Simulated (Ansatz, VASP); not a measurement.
**Re in VASP and in Ansatz**

```
Re
1.0
     2.65395    0.00000    0.00000
    -1.32698    2.29839    0.00000
     0.00000    0.00000    4.24363
Re
2
Direct
  0.33333 0.66667 0.25000
  0.66667 0.33333 0.75000
```

Change from the starting cell: volume scaled by 1.06, PAW files.

Alike in both runs: task electric field gradients; functional PBE; k mesh 14 × 14 × 8; occupations fermi-dirac, width 0.05 eV; no spin polarisation.

```csv
,VASP,Ansatz
version,VASP 6.6.1,Ansatz 0.2.0
potentials or method,"VASP PAW PBE potentials, release 64 (Re)","PAW with Ansatz's default frozen-core files, scalar-relativistic"
plane-wave cutoff (eV),520,420
valence electrons in the cell,14,30
```

Ansatz gave:

```
pressure (GPa)                                                : 72.1
traceless stress, the component that is largest in VASP (GPa) : 5.04
size of Vzz on the site where it differs most (V/Å²)          : 87.7
```

Task: Which values does VASP return?

Result: Pressure (GPa): 73.2; traceless stress, the component that is largest in VASP (GPa): 4.99; size of Vzz on the site where it differs most (V/Å²): 106.0.

Both programs put the cell under a high pressure, so it lies far from rest at this level. VASP's potentials hold 14 valence electrons a cell and Ansatz's 30, so a difference there can come from the potentials and not from the codes.

Spin-orbit coupling is off throughout. Noted on VASP's run: the cell as given lies far from equilibrium.
